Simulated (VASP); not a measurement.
# Ru (P6_3/mmc) in VASP: a series of runs

Ru is run at these levels: PBEsol; tasks: single point.

All numbers are computed with VASP 6.6.1; they aren't measurements. Logs are shortened: lines on timing, memory, paths and dates and some standing lists are left out, and cuts for length are marked.

### 1 The cell of the first run

Symmetry: P6_3/mmc, No. 194, hexagonal system. The conventional cell has a = 2.632 Å, b = 2.632 Å, c = 4.228 Å, α = 90.00°, β = 90.00°, γ = 120.00°. Ru (site symmetry -6m2) has 12 Ru at 2.60 to 2.63 Å within 3.4 Å.

### 2 Single point, PBEsol (volume 12.682 Å^3 an atom, c/a of the conventional cell 1.6066)

Input file INCAR:

```
PREC = Accurate ; ENCUT = 520
EDIFF = 1E-7 ; ISMEAR = 0
SIGMA = 0.15 ; LREAL = False
LASPH = True ; NELM = 60
ALGO = Fast ; ISIF = 2
LWAVE = False ; LCHARG = True
GGA = PS ; LELF = True
LVHAR = True ; NBANDS = 21
```

Input file KPOINTS:

```
regular mesh
0
Gamma
  21 21 12
```

Input file POSCAR:

```
Ru
1.0
    2.6318418188      0.0000000000      0.0000000000
   -1.3159209094      2.2792418739      0.0000000000
    0.0000000000      0.0000000000      4.2283170662
Ru
2
Direct
    0.3333333333      0.6666666667      0.2500000000
    0.6666666667      0.3333333333      0.7500000000
```

Potentials or basis: VASP PAW PBE potentials, release 64 (Ru_pv).

Run with:

```console
> cat potpaw_PBE.64/Ru_pv/POTCAR > POTCAR
> mpirun -np 1 vasp_std > vasp.out
```

OUTCAR:

```text
PREC = Accurate
   ENCUT = 520
   EDIFF = 1E-7
   ISMEAR = 0
   LREAL = False
   LASPH = True
   NELM = 60
   ISIF = 2
   GGA = PS

 ion  position               nearest neighbor table
   1  0.333  0.667  0.250-   2 2.60   2 2.60   2 2.60   2 2.60   2 2.60   2 2.60
   2  0.667  0.333  0.750-   1 2.60   1 2.60   1 2.60   1 2.60   1 2.60   1 2.60

  LATTYP: Found a hexagonal cell.
 ALAT       =     2.6318418188
 C/A-ratio  =     1.6066000000

  Lattice vectors:

 A1 = (   2.6318418188,   0.0000000000,   0.0000000000)
 A2 = (  -1.3159209094,   2.2792418739,   0.0000000000)
 A3 = (   0.0000000000,   0.0000000000,   4.2283170662)

Analysis of symmetry for initial positions (statically):
=====================================================================
 Subroutine PRICEL returns:
 Original cell was already a primitive cell.

 Routine SETGRP: Setting up the symmetry group for a
 hexagonal supercell.

 Subroutine GETGRP returns: Found 24 space group operations
 (whereof 12 operations were pure point group operations)
 out of a pool of 24 trial point group operations.

The static configuration has the point symmetry D_3d.
 The point group associated with its full space group is D_6h.

Analysis of symmetry for dynamics (positions and initial velocities):
=====================================================================
 Subroutine PRICEL returns:
 Original cell was already a primitive cell.

 Routine SETGRP: Setting up the symmetry group for a
 hexagonal supercell.

 Subroutine GETGRP returns: Found 24 space group operations
 (whereof 12 operations were pure point group operations)
 out of a pool of 24 trial point group operations.

The dynamic configuration has the point symmetry D_3d.
 The point group associated with its full space group is D_6h.

 Subroutine INISYM returns: Found 24 space group operations
 (whereof 12 operations are pure point group operations),
 and found     1 'primitive' translations

----------------------------------------------------------------------------------------

                                     Primitive cell

  volume of cell :      25.3640

  direct lattice vectors                    reciprocal lattice vectors
     2.631841819  0.000000000  0.000000000     0.379962045  0.219371189  0.000000000
    -1.315920909  2.279241874  0.000000000     0.000000000  0.438742378  0.000000000
     0.000000000  0.000000000  4.228317066     0.000000000  0.000000000  0.236500713

  length of vectors
     2.631841819  2.631841819  4.228317066     0.438742378  0.438742378  0.236500713

[... 79 lines left out ...]
   NELM   =     60;   NELMIN=  2; NELMDL= -5     # of ELM steps
   EDIFF  = 0.1E-06   stopping-criterion for ELM
   LREAL  =      F    real-space projection
   EDIFFG = 0.1E-05   stopping-criterion for IOM
   NSW    =      0    number of steps for IOM
   IBRION =     -1    ionic relax: 0-MD 1-quasi-New 2-CG
   NFREE  =      0    steps in history (QN), initial steepest desc. (CG)
   ISIF   =      2    stress and relaxation
   ISYM   =      2    0-nonsym 1-usesym 2-fastsym
   POTIM  = 0.5000    time-step for ionic-motion
   TEBEG  =    0.0;   TEEND  =   0.0 temperature during run
   PSTRESS=    0.0 pullay stress
   NELECT =      28.0000    total number of electrons
   NUPDOWN=      -1.0000    fix difference up-down
   EMIN   =  10.00;   EMAX   =-10.00  energy-range for DOS
   EFERMI =   0.00;   METHOD = LEGACY
   ISMEAR =     0;   SIGMA  =   0.15  broadening in eV -4-tet -1-fermi 0-gaus
   EFERMI_NEDOS =   21; number of points for ismear=-14 and -15
   IALGO  =     68    algorithm
   IMIX   =      4    mixing-type and parameters
     AMIX     =   0.40;   BMIX     =  1.00
     AMIX_MAG =   1.60;   BMIX_MAG =  1.00
  volume/ion in A,a.u.               =      12.68        85.58
  Fermi-wavevector in a.u.,A,eV,Ry     =   1.691953  3.197327 38.949459  2.862704
  Thomas-Fermi vector in A             =   2.773627
   LORBIT       =      0    0 simple, 1 ext, 2 COOP (PROOUT), +10 PAW based schemes
   GGA     = PS    functional components
   LHFCALC =     F    Hartree Fock is set to
   AEXX    =    0.0000 exact exchange contribution
   IVDW    =     0    specifies the selected vdW correction
   LEPSILON=     F    determine dielectric tensor
   LRPA    =     F    only Hartree local field effects (RPA)
 non-spin polarized calculation
 RMM-DIIS sequential band-by-band and
 Gauss-broadening in eV      SIGMA  =   0.15
  energy-cutoff  :      520.00
  volume of cell :       25.36
 maximum number of plane-waves:       705
 NGX is ok and might be reduce to    20
   NGX =  9   NGY =  9   NGZ = 15

 number of electron      27.9999992 magnetization

 Free energy of the ion-electron system (eV)
  ---------------------------------------------------
  ext. energy  EPLUGINS =         0.00000000
  ---------------------------------------------------
  free energy    TOTEN  =       -20.26899371 eV

  energy without entropy =      -20.25141646  energy(sigma->0) =      -20.26020509

 E-fermi :  14.0000     XC(G=0): -14.7076

 val. band max:       13.9969465489   @ k =   0.3810   0.0476   0.3333
 cond. band min:      14.0001628987   @ k =   0.1429   0.1429   0.0833
 fundamental gap:      0.0032163498
 Fermi energy:        13.9999634966

 k-point     1 :       0.0000    0.0000    0.0000
  band No.  band energies     occupation
      1     -29.8734      2.00000
      2     -28.7008      2.00000
      3     -28.7008      2.00000
      4     -28.5061      2.00000
      5     -28.5061      2.00000
      6     -28.4815      2.00000
[... 565 lines left out ...]
     20      24.1940      0.00000
     21      24.5500      0.00000

 [... further k-points ...]

------------------------ aborting loop because EDIFF is reached ----------------------------------------

  FORCE on cell =-STRESS in cart. coord.  units (eV):
  Direction    XX          YY          ZZ          XY          YZ          ZX
  --------------------------------------------------------------------------------------
  -------------------------------------------------------------------------------------
  Total        3.4989556      3.4989556      2.0812798     -0.0000000      0.0000000      0.0000000
  in kB      221.0198470    221.0198470    131.4689836     -0.0000000      0.0000000      0.0000000
  external PRESSURE =     191.1695592 kB  Pullay stress =       0.0000000 kB

 VOLUME and BASIS-vectors are now :
 -----------------------------------------------------------------------------
  energy-cutoff  :      520.00
  volume of cell :       25.36
      direct lattice vectors                 reciprocal lattice vectors
     2.631841819  0.000000000  0.000000000     0.379962045  0.219371189  0.000000000
    -1.315920909  2.279241874  0.000000000     0.000000000  0.438742378  0.000000000
     0.000000000  0.000000000  4.228317066     0.000000000  0.000000000  0.236500713

 POSITION                                       TOTAL-FORCE (eV/Angst)
 -----------------------------------------------------------------------------------
     -0.00000      1.51949      1.05708        -0.000000      0.000000      0.000000
      1.31592      0.75975      3.17124         0.000000      0.000000      0.000000
 -----------------------------------------------------------------------------------
    total drift:                               -0.000000      0.000000     -0.000000

  FREE ENERGIE OF THE ION-ELECTRON SYSTEM (eV)
  ---------------------------------------------------
  free  energy   TOTEN  =       -20.2689937122 eV

  energy  without entropy=      -20.2514164603  energy(sigma->0) =      -20.26020509
```

OSZICAR:

```text
N       E                     dE             d eps       ncg     rms          rms(c)
DAV:   1     0.285509875869E+03    0.28551E+03   -0.17499E+04 14136   0.150E+03
DAV:   2    -0.159654158041E+02   -0.30148E+03   -0.29217E+03 14397   0.449E+02
DAV:   3    -0.217435097553E+02   -0.57781E+01   -0.57463E+01 16712   0.698E+01
DAV:   4    -0.217845117656E+02   -0.41002E-01   -0.40930E-01 17300   0.566E+00
DAV:   5    -0.217850295285E+02   -0.51776E-03   -0.51377E-03 16038   0.575E-01    0.227E+01
RMM:   6    -0.203946140922E+02    0.13904E+01   -0.28600E+00 14632   0.142E+01    0.657E+00
RMM:   7    -0.202785651216E+02    0.11605E+00   -0.45220E-01 15666   0.508E+00    0.114E+00
RMM:   8    -0.202700713868E+02    0.84937E-02   -0.25766E-02 16060   0.155E+00    0.561E-01
RMM:   9    -0.202689664094E+02    0.11050E-02   -0.32994E-03 16274   0.515E-01    0.934E-02
RMM:  10    -0.202689896648E+02   -0.23255E-04   -0.58464E-04 16595   0.227E-01    0.358E-02
RMM:  11    -0.202689933753E+02   -0.37106E-05   -0.10182E-04 17496   0.728E-02    0.130E-02
RMM:  12    -0.202689944429E+02   -0.10676E-05   -0.15626E-05 17849   0.304E-02    0.317E-03
RMM:  13    -0.202689937069E+02    0.73603E-06   -0.15323E-06 16103   0.729E-03    0.786E-04
RMM:  14    -0.202689937122E+02   -0.52673E-08   -0.21969E-07 11958   0.306E-03
   1 F= -.20268994E+02 E0= -.20260205E+02  d E =-.175773E-01
```

stdout:

```text
POSCAR found type information on POSCAR Ru
 POSCAR found :  1 types and       2 ions
 scaLAPACK will be used
 -----------------------------------------------------------------------------
|                                                                             |
|                                                                             |
|     You enforced a specific xc type in the INCAR file but a different       |
|     I HOPE YOU KNOW WHAT YOU ARE DOING!                                     |
|                                                                             |
 -----------------------------------------------------------------------------

 LDA part: xc-table for (Slater+PW92), standard interpolation
 POSCAR, INCAR and KPOINTS ok, starting setup
 FFT: planning ... GRIDC
 FFT: planning ... GRID_SOFT
 FFT: planning ... GRID
 WAVECAR not read
 entering main loop
WARNING in EDDRMM: call to ZHEGV failed, returncode =   8  4     21
```

Wall time 2.2 min (1 thread of Intel Xeon Platinum 8259CL at 2.50GHz (Skylake/Cascade Lake), shared host); peak memory 0.25 GiB.

What came out:

```
Free energy            : -20.2690 eV
Pressure               : 19.1 GPa
Band gap on the k mesh : zero (band 14 reaches 15.75 eV, above the bottom of band 15 at 12.33 eV)
```

Caveat: the PAW data sets were made with another functional, which shifts forces and pressure a little.

### 3 Single point, PBEsol (volume 12.682 Å^3 an atom, c/a of the conventional cell 1.4592)

Input file INCAR:

```
PREC = Accurate
ENCUT = 520
EDIFF = 1E-6
ISMEAR = 0
SIGMA = 0.15
LREAL = False
LASPH = True
NELM = 60
ALGO = Fast
ISIF = 2
LWAVE = False
LCHARG = False
GGA = PS
NBANDS = 21
```

Input file KPOINTS:

```
Automatic mesh
0
Gamma
  21 21 12
```

Input file POSCAR:

```
Ru
1.0
    2.7176327275      0.0000000000      0.0000000000
   -1.3588163637      2.3535389802      0.0000000000
    0.0000000000      0.0000000000      3.9655696759
Ru
2
Direct
    0.3333333333      0.6666666667      0.2500000000
    0.6666666667      0.3333333333      0.7500000000
```

Potentials or basis: VASP PAW PBE potentials, release 64 (Ru_pv).

Run with:

```console
> cat potpaw_PBE.64/Ru_pv/POTCAR > POTCAR
> mpirun -np 1 vasp_std > vasp.out
```

OUTCAR:

```text
PREC = Accurate
   ENCUT = 520
   EDIFF = 1E-6
   ISMEAR = 0
   LREAL = False
   LASPH = True
   NELM = 60
   ISIF = 2
   GGA = PS

 ion  position               nearest neighbor table
   1  0.333  0.667  0.250-   2 2.53   2 2.53   2 2.53   2 2.53   2 2.53   2 2.53
   2  0.667  0.333  0.750-   1 2.53   1 2.53   1 2.53   1 2.53   1 2.53   1 2.53

  LATTYP: Found a hexagonal cell.
 ALAT       =     2.7176327275
 C/A-ratio  =     1.4592000000

  Lattice vectors:

[... 765 lines left out ...]

------------------------ aborting loop because EDIFF is reached ----------------------------------------

  FORCE on cell =-STRESS in cart. coord.  units (eV):
  Direction    XX          YY          ZZ          XY          YZ          ZX
  --------------------------------------------------------------------------------------
  -------------------------------------------------------------------------------------
  Total        1.3774060      1.3774060      8.3209808      0.0000000      0.0000000     -0.0000000
  in kB       87.0071222     87.0071222    525.6145234      0.0000000      0.0000000     -0.0000000
  external PRESSURE =     233.2095893 kB  Pullay stress =       0.0000000 kB

 VOLUME and BASIS-vectors are now :
 -----------------------------------------------------------------------------
  energy-cutoff  :      520.00
  volume of cell :       25.36
      direct lattice vectors                 reciprocal lattice vectors
     2.717632727  0.000000000  0.000000000     0.367967308  0.212446025  0.000000000
    -1.358816364  2.353538980  0.000000000     0.000000000  0.424892049  0.000000000
     0.000000000  0.000000000  3.965569676     0.000000000  0.000000000  0.252170579

 POSITION                                       TOTAL-FORCE (eV/Angst)
 -----------------------------------------------------------------------------------
     -0.00000      1.56903      0.99139        -0.000000      0.000000      0.000000
      1.35882      0.78451      2.97418         0.000000     -0.000000      0.000000
 -----------------------------------------------------------------------------------
    total drift:                               -0.000000      0.000000     -0.000000

  FREE ENERGIE OF THE ION-ELECTRON SYSTEM (eV)
  ---------------------------------------------------
  free  energy   TOTEN  =       -20.0849433251 eV

  energy  without entropy=      -20.0687879755  energy(sigma->0) =      -20.07686565
```

OSZICAR:

```text
N       E                     dE             d eps       ncg     rms          rms(c)
DAV:   1     0.286119029521E+03    0.28612E+03   -0.17477E+04 14168   0.150E+03
DAV:   2    -0.156416453061E+02   -0.30176E+03   -0.29223E+03 14472   0.448E+02
DAV:   3    -0.215111753861E+02   -0.58695E+01   -0.58349E+01 16557   0.701E+01
DAV:   4    -0.215536428982E+02   -0.42468E-01   -0.42402E-01 17466   0.575E+00
DAV:   5    -0.215541906365E+02   -0.54774E-03   -0.54281E-03 15951   0.588E-01    0.230E+01
RMM:   6    -0.202092576835E+02    0.13449E+01   -0.27550E+00 14608   0.139E+01    0.689E+00
RMM:   7    -0.200945004312E+02    0.11476E+00   -0.45355E-01 15658   0.508E+00    0.125E+00
RMM:   8    -0.200856843469E+02    0.88161E-02   -0.27792E-02 16059   0.160E+00    0.574E-01
RMM:   9    -0.200849106540E+02    0.77369E-03   -0.33413E-03 16282   0.516E-01    0.826E-02
RMM:  10    -0.200849393141E+02   -0.28660E-04   -0.55680E-04 16681   0.222E-01    0.375E-02
RMM:  11    -0.200849438364E+02   -0.45223E-05   -0.96158E-05 17470   0.651E-02    0.913E-03
RMM:  12    -0.200849433602E+02    0.47613E-06   -0.13794E-05 16818   0.266E-02    0.342E-03
RMM:  13    -0.200849433251E+02    0.35109E-07   -0.15606E-06 11543   0.997E-03
   1 F= -.20084943E+02 E0= -.20076866E+02  d E =-.161553E-01
```

stdout:

```text
POSCAR found type information on POSCAR Ru
 POSCAR found :  1 types and       2 ions
 scaLAPACK will be used
 -----------------------------------------------------------------------------
|                                                                             |
|                                                                             |
|     You enforced a specific xc type in the INCAR file but a different       |
|     I HOPE YOU KNOW WHAT YOU ARE DOING!                                     |
|                                                                             |
 -----------------------------------------------------------------------------

 LDA part: xc-table for (Slater+PW92), standard interpolation
 POSCAR, INCAR and KPOINTS ok, starting setup
 FFT: planning ... GRIDC
 FFT: planning ... GRID_SOFT
 FFT: planning ... GRID
 WAVECAR not read
 entering main loop
```

Run time: 2 min. Hardware: 1 thread of Intel Xeon Platinum 8259CL at 2.50GHz (Skylake/Cascade Lake), shared host; peak memory 0.25 GiB.

What came out:

```yaml
Free_energy: -20.0849 eV
Pressure: 23.3 GPa
Band_gap_on_the_k_mesh: zero (band 14 reaches 15.48 eV, above the bottom of band 15 at 12.08 eV)
```

Levels at points of the mesh, in eV from the Fermi level:
| k point | band 12 | band 13 | band 14 | band 15 | band 16 | band 17 |
| --- | --- | --- | --- | --- | --- | --- |
| (0.00, 0.00, 0.00) | -2.25 | -2.06 | -2.06 | -1.89 | 1.27 | 1.27 |
| (0.00, 0.00, 0.50) | -3.48 | -2.49 | -2.49 | 0.73 | 0.73 | 0.73 |

Caveat: the PAW data sets were made with another functional, which shifts forces and pressure a little.
